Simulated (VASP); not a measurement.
Set up this calculation in VASP 6.6.1, as the native input.

| Item | Value |
| --- | --- |
| Task | single point |
| Functional | PBE |
| Potentials or basis | VASP PAW PBE potentials, release 64 (Hf_pv, B) |
| Cutoff | 520 eV |
| k mesh | 10 × 10 × 8 |
| Occupations | gaussian, width 0.015 eV |
| Spin | no spin polarisation |
| Dipole correction | no |
| Further INCAR settings | ALGO = Normal; EDIFF = 1e-06; NBANDS = 15 |

The structure of HfB2 lies in POSCAR:

```
HfB2
1.0
    3.1400000000      0.0000000000      0.0000000000
   -1.5700000000      2.7193197679      0.0000000000
    0.0000000000      0.0000000000      3.4800000000
Hf B
1 2
Direct
    0.0000000000      0.0000000000      0.0000000000
    0.6666666667      0.3333333333      0.5000000000
    0.3333333333      0.6666666667      0.5000000000
```

One way to write it, as run:

INCAR

```
PREC = Accurate ; ENCUT = 520
EDIFF = 1E-6 ; ISMEAR = 0
SIGMA = 0.015 ; LREAL = F
LASPH = T ; NELM = 100
ALGO = Normal ; ISIF = 2
LWAVE = F ; LCHARG = F
GGA = PE ; NBANDS = 15
```

KPOINTS

```
Automatic mesh
0
Gamma
  10 10 8
```

Potentials or basis: VASP PAW PBE potentials, release 64 (Hf_pv, B).

Run with:

```bash
$ cat potpaw_PBE.64/Hf_pv/POTCAR potpaw_PBE.64/B/POTCAR > POTCAR
$ mpirun -np 1 vasp_std > vasp.out
```

Results of the run:

The pressure is 1.0 GPa and the band gap on the k mesh is zero (band 8 reaches 8.26 eV, above the bottom of band 9 at 7.43 eV).

Caveat: spin-orbit coupling is left out, which moves the levels of the heavy elements.

Run time: 16 s on 1 thread of AMD EPYC 9R45 96-Core Processor (Zen 5), with other jobs on the host, peak memory 0.13 GiB.
